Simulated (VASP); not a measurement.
Set up this calculation in VASP 6.6.1, as the native input.

- Task: single point
- Functional: PBEsol
- Potentials or basis: VASP PAW PBE potentials, release 64 (Sr_sv, Cl)
- Cutoff: 520 eV
- k mesh: 6 × 6 × 6
- Occupations: gaussian, width 0.05 eV
- Spin: no spin polarisation
- Dipole correction: no
- Further INCAR settings: ALGO = Normal; EDIFF = 1e-06; NBANDS = 19

The structure of SrCl2 lies in POSCAR:

```
SrCl2
1.0
    0.0000000000      3.4855000000      3.4855000000
    3.4855000000      0.0000000000      3.4855000000
    3.4855000000      3.4855000000      0.0000000000
Sr Cl
1 2
Direct
    0.0093124443     -0.0159479913      0.0159479913
    0.2384914475      0.2697089281      0.2302910719
    0.7384914475      0.7697089281      0.7302910719
```

This cell differs from its parent crystal: atoms displaced along a vibrational mode.

One way to write it, as run:

INCAR

```
ALGO = Normal
EDIFF = 1E-6
ENCUT = 520
GGA = PS
ISIF = 2
ISMEAR = 0
LASPH = True
LCHARG = True
LELF = True
LREAL = False
LVHAR = True
LWAVE = False
NBANDS = 19
NELM = 100
PREC = Accurate
SIGMA = 0.05
```

KPOINTS

```
k-points
0
Gamma
  6 6 6
```

Potentials or basis: VASP PAW PBE potentials, release 64 (Sr_sv, Cl).

The run is started by

```console
$ cat potpaw_PBE.64/Sr_sv/POTCAR potpaw_PBE.64/Cl/POTCAR > POTCAR
$ mpirun -np 1 vasp_std > vasp.out
```

It gave:

```json
{"Pressure": "-0.4 GPa", "Largest force": "0.530 eV/Å", "Band gap on the k mesh": "5.10 eV (least direct gap 5.34 eV)"}
```

Caveat: the cell differs from its parent crystal (atoms displaced along a vibrational mode); the PAW data sets were made with another functional, which shifts forces and pressure a little.

Run time: 110 s on 1 thread of Oxide Virtual Turin-like Processor (shared host), peak memory 0.26 GiB.
